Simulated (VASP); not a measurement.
# TiC (Fmmm) in VASP: further runs

TiC is run at these levels: PBEsol; tasks: single point.

Everything below comes from runs of VASP 6.6.1. Logs are shortened: lines on timing, memory, paths and dates and some standing lists are left out, and cuts for length are marked.

## 1. The cell of the first run

It takes space group Fmmm (No. 69, orthorhombic). Conventional cell: a = 4.155 Å, b = 4.328 Å, c = 4.501 Å, α = 90.00°, β = 90.00°, γ = 90.00°. Ti (site symmetry mmm) has 6 C at 2.08 to 2.25 Å within 2.8 Å. C (site symmetry mmm) has 6 Ti at 2.08 to 2.25 Å within 2.8 Å.

## 2. Single point, PBEsol (strain -0.0400 x Voigt [1, -1, 0, 0, 0, 0])

Input file INCAR:

```
SYSTEM = TiC
PREC = Accurate
ENCUT = 520
EDIFF = 1E-7
ISMEAR = 0
SIGMA = 0.15
LREAL = .FALSE.
LASPH = .TRUE.
NELM = 80
ALGO = Normal
ISIF = 2
LWAVE = .FALSE.
LCHARG = .FALSE.
GGA = PS
NBANDS = 15
```

Input file KPOINTS:

```
regular mesh
0
G
  18 18 18
  0 0 0
```

Input file POSCAR:

```
TiC
1.0
    0.0000000000      2.2505600000      2.1640000000
    2.0774400000      0.0000000000      2.1640000000
    2.0774400000      2.2505600000      0.0000000000
Ti C
1 1
Direct
    0.0000000000      0.0000000000      0.0000000000
    0.5000000000      0.5000000000      0.5000000000
```

Potentials or basis: VASP PAW PBE potentials, release 64 (Ti_sv, C).

Launch:

```
> cat potpaw_PBE.64/Ti_sv/POTCAR potpaw_PBE.64/C/POTCAR > POTCAR
> mpirun -np 1 vasp_std > vasp.out
```

OUTCAR:

```text
SYSTEM = TiC
   PREC = Accurate
   ENCUT = 520
   EDIFF = 1E-7
   ISMEAR = 0
   LREAL = .FALSE.
   LASPH = .TRUE.
   NELM = 80
   ISIF = 2
   GGA = PS

 ion  position               nearest neighbor table
   1  0.000  0.000  0.000-   2 2.08   2 2.08   2 2.16   2 2.16   2 2.25   2 2.25
   2  0.500  0.500  0.500-   1 2.08   1 2.08   1 2.16   1 2.16   1 2.25   1 2.25

  LATTYP: Found a face centered orthorhombic cell.
 ALAT       =     4.1548800000
 B/A-ratio  =     1.0416666667
 C/A-ratio  =     1.0833333333

  Lattice vectors:

 A1 = (   0.0000000000,   2.2505600000,  -2.1640000000)
 A2 = (   2.0774400000,   2.2505600000,   0.0000000000)
 A3 = (   2.0774400000,   0.0000000000,  -2.1640000000)

Analysis of symmetry for initial positions (statically):
=====================================================================
 Subroutine PRICEL returns:
 Original cell was already a primitive cell.

 Routine SETGRP: Setting up the symmetry group for a
 face centered orthorhombic supercell.

 Subroutine GETGRP returns: Found  8 space group operations
 (whereof  8 operations were pure point group operations)
 out of a pool of  8 trial point group operations.

The static configuration has the point symmetry D_2h.

Analysis of symmetry for dynamics (positions and initial velocities):
=====================================================================
 Subroutine PRICEL returns:
 Original cell was already a primitive cell.

 Routine SETGRP: Setting up the symmetry group for a
 face centered orthorhombic supercell.

 Subroutine GETGRP returns: Found  8 space group operations
 (whereof  8 operations were pure point group operations)
 out of a pool of  8 trial point group operations.

The dynamic configuration has the point symmetry D_2h.

 Subroutine INISYM returns: Found  8 space group operations
 (whereof  8 operations are pure point group operations),
 and found     1 'primitive' translations

----------------------------------------------------------------------------------------

                                     Primitive cell

  volume of cell :      20.2351

  direct lattice vectors                    reciprocal lattice vectors
     0.000000000  2.250560000  2.164000000    -0.240680838  0.222166927  0.231053604
     2.077440000  0.000000000  2.164000000     0.240680838 -0.222166927  0.231053604
     2.077440000  2.250560000  0.000000000     0.240680838  0.222166927 -0.231053604

  length of vectors
     3.122165325  2.999775484  3.062805457     0.400838094  0.400838094  0.400838094

  position of ions in fractional coordinates (direct lattice)
     0.000000000  0.000000000  0.000000000
     0.500000000  0.500000000  0.500000000

  ion indices of the primitive-cell ions
   primitive index   ion index
                 1           1
                 2           2

----------------------------------------------------------------------------------------

 KPOINTS: regular mesh

Automatic generation of k-mesh.
 Grid dimensions read from file:
 generate k-points for:   18   18   18

 Generating k-lattice:

  Cartesian coordinates                     Fractional coordinates (reciprocal lattice)
    -0.013371158  0.012342607  0.012836311     0.055555556  0.000000000  0.000000000
     0.013371158 -0.012342607  0.012836311     0.000000000  0.055555556  0.000000000
     0.013371158  0.012342607 -0.012836311    -0.000000000 -0.000000000  0.055555556

  Length of vectors
     0.022268783  0.022268783  0.022268783

  Shift w.r.t. Gamma in fractional coordinates (k-lattice)
     0.000000000  0.000000000  0.000000000

 Subroutine IBZKPT returns following result:
 ===========================================

 Found    865 irreducible k-points:

 Following reciprocal coordinates:
            Coordinates               Weight
  0.000000  0.000000  0.000000      1.000000
  0.055556  0.000000 -0.000000      8.000000
  0.111111  0.000000 -0.000000      8.000000
  0.166667  0.000000  0.000000      8.000000
  0.222222  0.000000  0.000000      8.000000
  0.277778  0.000000  0.000000      8.000000
[... 16 lines left out ...]
 -0.277778  0.055556 -0.000000      8.000000
 -0.222222  0.055556  0.000000      8.000000
 [... further k-points ...]
   k-points           NKPTS =    865   k-points in BZ     NKDIM =    865   number of bands    NBANDS=     15
   number of dos      NEDOS =    301   number of ions     NIONS =      2
   total plane-waves  NPLWV =  13824
   dimension x,y,z NGX =    24 NGY =   24 NGZ =   24
   dimension x,y,z NGXF=    48 NGYF=   48 NGZF=   48
   ions per type =               1   1
   NGX,Y,Z   is equivalent  to a cutoff of  12.78, 13.30, 13.03 a.u.
   NGXF,Y,Z  is equivalent  to a cutoff of  25.56, 26.60, 26.05 a.u.
 SYSTEM =  TiC
   PREC   = accura    normal or accurate (medium, high low for compatibility)
   ISTART =      0    job   : 0-new  1-cont  2-samecut
   ICHARG =      2    charge: 1-file 2-atom 10-const
   ISPIN  =      1    spin polarized calculation?
   LNONCOLLINEAR =      F non collinear calculations
   LSORBIT =      F    spin-orbit coupling
   LASPH  =      T    aspherical Exc in radial PAW
   ENCUT  =  520.0 eV  38.22 Ry    6.18 a.u.   5.81  5.58  5.69*2*pi/ulx,y,z
   NELM   =     80;   NELMIN=  2; NELMDL= -5     # of ELM steps
   EDIFF  = 0.1E-06   stopping-criterion for ELM
   LREAL  =      F    real-space projection
   EDIFFG = 0.1E-05   stopping-criterion for IOM
   NSW    =      0    number of steps for IOM
   IBRION =     -1    ionic relax: 0-MD 1-quasi-New 2-CG
   NFREE  =      0    steps in history (QN), initial steepest desc. (CG)
   ISIF   =      2    stress and relaxation
   ISYM   =      2    0-nonsym 1-usesym 2-fastsym
   POTIM  = 0.5000    time-step for ionic-motion
   TEBEG  =    0.0;   TEEND  =   0.0 temperature during run
   PSTRESS=    0.0 pullay stress
   NELECT =      16.0000    total number of electrons
   NUPDOWN=      -1.0000    fix difference up-down
   EMIN   =  10.00;   EMAX   =-10.00  energy-range for DOS
   EFERMI =   0.00;   METHOD = LEGACY
   ISMEAR =     0;   SIGMA  =   0.15  broadening in eV -4-tet -1-fermi 0-gaus
   EFERMI_NEDOS =   21; number of points for ismear=-14 and -15
   IALGO  =     38    algorithm
   IMIX   =      4    mixing-type and parameters
     AMIX     =   0.40;   BMIX     =  1.00
     AMIX_MAG =   1.60;   BMIX_MAG =  1.00
  volume/ion in A,a.u.               =      10.12        68.28
  Fermi-wavevector in a.u.,A,eV,Ry     =   1.513838  2.860739 31.180543  2.291705
  Thomas-Fermi vector in A             =   2.623576
   LORBIT       =      0    0 simple, 1 ext, 2 COOP (PROOUT), +10 PAW based schemes
   GGA     = PS    functional components
   LHFCALC =     F    Hartree Fock is set to
   AEXX    =    0.0000 exact exchange contribution
   IVDW    =     0    specifies the selected vdW correction
   LEPSILON=     F    determine dielectric tensor
   LRPA    =     F    only Hartree local field effects (RPA)
 non-spin polarized calculation
 Gauss-broadening in eV      SIGMA  =   0.15
  energy-cutoff  :      520.00
  volume of cell :       20.24
 maximum number of plane-waves:       560
   NGX = 11   NGY = 11   NGZ = 11

 number of electron      16.0000002 magnetization

 Free energy of the ion-electron system (eV)
  ---------------------------------------------------
  ext. energy  EPLUGINS =         0.00000000
  ---------------------------------------------------
  free energy    TOTEN  =       -19.71642192 eV

  energy without entropy =      -19.71301292  energy(sigma->0) =      -19.71471742

 E-fermi :   9.3591     XC(G=0): -12.8716

 val. band max:        9.3555156917   @ k =   0.2222   0.0000   0.2222
 cond. band min:       9.3607609939   @ k =   0.2778   0.0000   0.2778
 fundamental gap:      0.0052453022
 Fermi energy:         9.3591142002

 k-point     1 :       0.0000    0.0000    0.0000
  band No.  band energies     occupation
      1     -46.9500      2.00000
      2     -23.1353      2.00000
      3     -23.0665      2.00000
      4     -23.0314      2.00000
      5      -3.0394      2.00000
      6       9.7354      0.00039
      7      10.0389      0.00000
      8      10.3309      0.00000
      9      10.7690      0.00000
     10      10.9085      0.00000
     11      11.0499      0.00000
     12      11.2242      0.00000
     13      11.2892      0.00000
     14      20.0133      0.00000
     15      23.3454      0.00000

 k-point     2 :       0.0556    0.0000   -0.0000
  band No.  band energies     occupation
      1     -46.9477      2.00000
      2     -23.1417      2.00000
      3     -23.0737      2.00000
      4     -23.0372      2.00000
      5      -2.9680      2.00000
      6       9.5448      0.07994
      7       9.7483      0.00024
      8      10.0879      0.00000
      9      10.3141      0.00000
     10      10.5242      0.00000
     11      11.2734      0.00000
     12      11.7366      0.00000
     13      12.1625      0.00000
     14      20.1383      0.00000
     15      23.3779      0.00000

 k-point     3 :       0.1111    0.0000   -0.0000
  band No.  band energies     occupation
      1     -46.9410      2.00000
      2     -23.1664      2.00000
      3     -23.0960      2.00000
      4     -23.0456      2.00000
      5      -2.7574      2.00000
      6       8.8824      1.99999
      7       9.0635      1.99469
      8       9.3912      0.76254
      9      10.3341      0.00000
     10      10.5232      0.00000
     11      11.5643      0.00000
     12      12.6488      0.00000
     13      13.1494      0.00000
     14      20.4558      0.00000
     15      23.4120      0.00000
[... 343 lines left out ...]
 k-point    23 :      -0.2778    0.0556   -0.0000
  band No.  band energies     occupation
      1     -46.8991      2.00000
      2     -23.4168      2.00000
      3     -23.1585      2.00000
      4     -23.0718      2.00000
      5      -1.1891      2.00000
      6       5.7765      2.00000
      7       7.0768      2.00000
      8       7.3158      2.00000
      9      11.2306      0.00000
     10      11.6365      0.00000
     11      12.5989      0.00000
     12      15.3303      0.00000
     13      16.4369      0.00000
     14      19.9967      0.00000
     15      24.1227      0.00000

 k-point    24 :      -0.2222    0.0556    0.0000
  band No.  band energies     occupation
      1     -46.9123      2.00000
      2     -23.3336      2.00000
      3     -23.1409      2.00000
      4     -23.0679      2.00000
      5      -1.7445      2.00000
      6       6.6805      2.00000
      7       7.5334      2.00000
      8       7.8047      2.00000
      9      10.8828      0.00000
     10      11.3031      0.00000
     11      12.3108      0.00000
     12      14.5201      0.00000
     13      15.6185      0.00000
     14      20.7050      0.00000
     15      23.5842      0.00000

 [... further k-points ...]
[... 5 lines left out ...]
  --------------------------------------------------------------------------------------
  -------------------------------------------------------------------------------------
  Total        1.7656117     -2.2851299     -0.6910429      0.0000000      0.0000000      0.0000000
  in kB      139.7975118   -180.9318969    -54.7153591      0.0000000      0.0000000      0.0000000
  external PRESSURE =     -31.9499147 kB  Pullay stress =       0.0000000 kB

 VOLUME and BASIS-vectors are now :
 -----------------------------------------------------------------------------
  energy-cutoff  :      520.00
  volume of cell :       20.24
      direct lattice vectors                 reciprocal lattice vectors
     0.000000000  2.250560000  2.164000000    -0.240680838  0.222166927  0.231053604
     2.077440000  0.000000000  2.164000000     0.240680838 -0.222166927  0.231053604
     2.077440000  2.250560000  0.000000000     0.240680838  0.222166927 -0.231053604

 POSITION                                       TOTAL-FORCE (eV/Angst)
 -----------------------------------------------------------------------------------
      0.00000      0.00000      0.00000         0.000000      0.000000      0.000000
      2.07744      2.25056      2.16400         0.000000     -0.000000      0.000000
 -----------------------------------------------------------------------------------
    total drift:                                0.000000     -0.000000     -0.000000

  FREE ENERGIE OF THE ION-ELECTRON SYSTEM (eV)
  ---------------------------------------------------
  free  energy   TOTEN  =       -19.7164219240 eV

  energy  without entropy=      -19.7130129218  energy(sigma->0) =      -19.71471742
```

Wall time 82 s (1 thread of Intel Xeon 6975P-C (Granite Rapids), shared host); peak memory 0.36 GiB.

What came out:

- Free energy: -19.7164 eV
- Pressure: -3.2 GPa
- Band gap on the k mesh: zero (band 8 reaches 10.33 eV, above the bottom of band 9 at 8.57 eV)

Caveat: the cell differs from its parent crystal (strain -0.0400 x Voigt [1, -1, 0, 0, 0, 0]); the PAW data sets were made with another functional, which shifts forces and pressure a little.

## 3. Single point, PBEsol (strain +0.0350 x Voigt [1, -1, 0, 0, 0, 0])

Input file INCAR:

```
  ALGO = Normal
  EDIFF = 1E-6
  ENCUT = 520
  GGA = PS
  ISIF = 2
  ISMEAR = 0
  LASPH = T
  LCHARG = F
  LREAL = F
  LWAVE = F
  NBANDS = 15
  NELM = 60
  PREC = Accurate
  SIGMA = 0.15
```

Input file KPOINTS:

```
k-points
0
Gamma
  18 18 18
```

Input file POSCAR:

```
TiC
1.0
    0.0000000000      2.0882600000      2.1640000000
    2.2397400000      0.0000000000      2.1640000000
    2.2397400000      2.0882600000      0.0000000000
Ti C
1 1
Direct
    0.0000000000      0.0000000000      0.0000000000
    0.5000000000      0.5000000000      0.5000000000
```

Potentials or basis: VASP PAW PBE potentials, release 64 (Ti_sv, C).

Launch:

```
> cat potpaw_PBE.64/Ti_sv/POTCAR potpaw_PBE.64/C/POTCAR > POTCAR
> mpirun -np 1 vasp_std > vasp.out
```

Wall time 85 s (1 thread of Intel Xeon 6975P-C (Granite Rapids), shared host); peak memory 0.36 GiB.

Results (log left out):

| Item | Value |
| --- | --- |
| Free energy | -19.7352 eV |
| Pressure | -3.8 GPa |
| Band gap on the k mesh | zero (band 8 reaches 10.28 eV, above the bottom of band 9 at 8.58 eV) |

Stress tensor (GPa, compression positive):
```
-16.88   0.00   0.00
  0.00  10.96   0.00
  0.00   0.00  -5.57
```

Levels at points of the mesh, in eV from the Fermi level:
```tsv
k point	band 4	band 5	band 6	band 7	band 8	band 9	band 10	band 11	band 12	band 13
(0.00, 0.00, 0.00)	-32.40	-12.39	0.41	0.68	0.93	1.46	1.57	1.70	1.84	1.91
(0.50, 0.00, 0.00)	-32.44	-8.83	-5.90	-3.00	-2.89	2.81	3.08	4.18	7.80	8.10
(0.50, 0.50, 0.00)	-32.61	-10.10	-3.46	-1.66	-0.02	0.03	2.68	3.31	3.75	5.94
(0.50, 0.00, 0.50)	-32.66	-10.03	-3.04	-1.75	-0.29	-0.28	2.76	3.43	3.68	6.26
(0.00, 0.50, 0.50)	-32.56	-10.17	-3.80	-1.62	0.21	0.27	2.73	3.41	3.60	5.60
```

Caveat: the cell differs from its parent crystal (strain +0.0350 x Voigt [1, -1, 0, 0, 0, 0]); the PAW data sets were made with another functional, which shifts forces and pressure a little.
